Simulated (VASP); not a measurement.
Wanted: the native input for a VASP 6.6.1 run.

| Property | Result |
| --- | --- |
| Task | relaxation of cell and atoms |
| Functional | PBE |
| Dispersion | D3(BJ) |
| Potentials or basis | VASP PAW PBE potentials, release 64 (Mo_sv, S) |
| Cutoff | 600 eV |
| k mesh | 18 × 18 × 8 |
| Occupations | gaussian, width 0.1 eV |
| Spin | no spin polarisation |
| Dipole correction | no |
| Further INCAR settings | ALGO = Normal; EDIFF = 1e-06; IBRION = 2; EDIFFG = -0.005; NSW = 100; ISIF = 3 |

The structure of MoS2 lies in POSCAR:

```
MoS2
1.0
    3.1747657158      0.0000000000      0.0000000000
   -1.5873828579      2.7494277609      0.0000000000
    0.0000000000      0.0000000000      5.8065784942
Mo S
1 2
Direct
    0.0000000000      0.0000000000      0.5000000000
    0.3333333333      0.6666666667      0.2290831857
    0.6666666667      0.3333333333      0.7709168143
```

The input as run:

INCAR

```
ALGO = Normal
EDIFF = 1E-6
EDIFFG = -0.005
ENCUT = 600
GGA = PE
IBRION = 2
ISIF = 3
ISMEAR = 0
IVDW = 12
LASPH = True
LCHARG = False
LREAL = False
LWAVE = False
NELM = 60
NSW = 100
PREC = Accurate
SIGMA = 0.1
```

KPOINTS

```
k-points
0
Gamma
  18 18 8
```

Potentials or basis: VASP PAW PBE potentials, release 64 (Mo_sv, S).

The run is started by

```sh
$ cat potpaw_PBE.64/Mo_sv/POTCAR potpaw_PBE.64/S/POTCAR > POTCAR
$ mpirun -np 1 vasp_std > vasp.out
```

It gave:

```yaml
Relaxed_volume: 16.88 Å³/atom
Relaxed_cell: a = 3.174 Å, b = 3.174 Å, c = 5.805 Å, α = 90.00°, β = 90.00°, γ = 120.00°
Space_group_after_relaxing_to_0.1_Å: P-3m1 (No. 164)
Energy_gained_by_relaxing: 0.0 meV/atom
Ionic_steps: 3
Pressure_after_relaxing: 0.0 GPa
Band_gap_on_the_k_mesh: zero (bands 13 and 14 overlap by 1.22 eV)
Dispersion_energy_per_atom: -0.451 eV
```

Wall time 3.3 min on 1 thread of Intel(R) Xeon(R) 6975P-C (Granite Rapids) (shared host), peak memory 0.41 GiB.
